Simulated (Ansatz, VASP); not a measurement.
## One calculation of KCl, two programs

```xyz
2
Lattice="3.6324 0.0000 0.0000 0.0000 3.6324 0.0000 0.0000 0.0000 3.6324" Properties=species:S:1:pos:R:3 pbc="T T T"
K     0.0000    0.0000    0.0000
Cl    1.8162    1.8162    1.8162
```

Change from the starting cell: hydrostatic strain -3.7%.

Alike in both runs: task single point; functional PBE; k mesh 8 × 8 × 8; occupations fermi-dirac, width 0.02 eV; no spin polarisation.

```csv
,VASP,Ansatz
version,VASP 6.6.1,Ansatz 0.2.0
potentials or method,"VASP PAW PBE potentials, release 64 (K_sv, Cl)","plane waves, PAW"
plane-wave cutoff (eV),520,420
valence electrons in the cell,16,16
```

VASP gave:

- gap on the k mesh at the Fermi level (eV): 5.59
- pressure (GPa): 4.6

Problem. What did Ansatz give for the same quantities?

Solution. gap on the k mesh at the Fermi level (eV): 5.59; pressure (GPa): 4.5.
